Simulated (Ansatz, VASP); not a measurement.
# ZrGe2Pd3: VASP beside Ansatz

```xyz
6
Lattice="4.4733 0.0000 0.0000 -2.2367 3.8740 0.0000 0.0000 0.0000 9.9332" Properties=species:S:1:pos:R:3 pbc="T T T"
Zr    0.0000    0.0000    4.9666
Ge    0.0000    2.5827    0.0000
Ge    2.2367    1.2913    0.0000
Pd    0.0000    0.0000    7.2849
Pd    0.0000    0.0000    2.6483
Pd    0.0000    0.0000    0.0000
```

Alike in both runs: functional PBE; k mesh 5 × 5 × 2; occupations gaussian, width 0.2 eV; no spin polarisation.

Ansatz relaxed the structure, and its values are those at the end. VASP's run is a single point on that final structure, the one shown.

|  | VASP | Ansatz |
| --- | --- | --- |
| version | VASP 6.6.1 | Ansatz 0.2.0 |
| potentials or method | VASP PAW PBE potentials, release 64 (Zr_sv, Ge_d, Pd), cutoff 520 eV | scalar-relativistic, plane waves, PAW |
| valence electrons in the cell | 70 | 94 |

```csv
,VASP,Ansatz,Ansatz less VASP
gap on the k mesh at the Fermi level (eV),none,none,-
pressure (GPa),0.3,0.2,-0.15
rms of the force components (eV/Å),0.033,0.007,-0.0263
```

A gap of «none» marks a metal or a gap that the smearing closes. The functional is the same, so the differences come from potentials, cutoffs and numerics. VASP's potentials hold 70 valence electrons a cell and Ansatz's 94, so a difference there can come from the potentials and not from the codes.
